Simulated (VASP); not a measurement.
# AlN: vibrations by perturbation theory with PBEsol

AlN:

```
Al N
1.0
     0.00000    2.11536    2.11536
     2.11536    0.00000    2.11536
     2.11536    2.11536    0.00000
Al N
1 1
Direct
  0.00000 0.00000 0.00000
  0.75000 0.75000 0.75000
```

- Program: VASP 6.6.1
- Task: vibrations by perturbation theory
- Functional: PBEsol
- Potentials or basis: VASP PAW PBE potentials, release 64 (Al, N)
- Cutoff: 520 eV
- k mesh: 10 × 10 × 10
- Occupations: gaussian, width 0.01 eV
- Spin: no spin polarisation
- Dipole correction: no
- Further INCAR settings: ALGO = Normal; EDIFF = 1e-08; NBANDS = 11; IBRION = 8; NSW = 1

| Item | Value |
| --- | --- |
| Electronic dielectric tensor (diagonal) | 4.48 |
| Born charges (mean of the diagonal) | Al +2.52; N -2.52 e |
| Highest phonon frequency at Γ, LO-TO splitting left out | 753 cm⁻¹ |

Phonon frequencies in cm⁻¹ (negative: imaginary):
| q point | frequencies |
| --- | --- |
| (0.000, 0.000, 0.000) | 0 0 0 753 753 753 |

Electronic dielectric tensor:
```
4.48 0.00 0.00
0.00 4.48 0.00
0.00 0.00 4.48
```

Born effective charge tensors (e):
atom 1, Al
```
2.52 0.00 0.00
0.00 2.52 0.00
0.00 0.00 2.52
```
atom 2, N
```
-2.52  0.00  0.00
 0.00 -2.52  0.00
 0.00  0.00 -2.52
```

Wall time 5.4 min on 1 thread of AMD EPYC 7R13, with other jobs on the host, peak memory 0.18 GiB.

Caveat: the cell stands under pressure or tension, which shifts response properties.
